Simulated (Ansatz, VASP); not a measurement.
## Two plane-wave programs on Y

```xyz
1
Lattice="-1.9574 1.9574 1.9574 1.9574 -1.9574 1.9574 1.9574 1.9574 -1.9574" Properties=species:S:1:pos:R:3 pbc="T T T"
Y     0.0000    0.0000    0.0000
```

Alike in both runs: task single point; functional revPBE; k mesh 18 × 18 × 18; occupations fermi-dirac, width 0.1 eV; no spin polarisation.

|  | VASP | Ansatz |
| --- | --- | --- |
| version | VASP 6.6.1 | Ansatz 0.2.0 |
| potentials or method | VASP PAW PBE potentials, release 64 (Y_sv), cutoff 520 eV | plane waves (420 eV) with PAW, scalar-relativistic |
| valence electrons in the cell | 11 | 11 |

Ansatz gave:

- pressure (GPa): 5.7

Problem. Which values does VASP return?

Solution. Pressure (GPa): 5.5.

VASP's potentials were made for PBE, not for revPBE. The functional is the same, so the differences come from potentials, cutoffs and numerics.
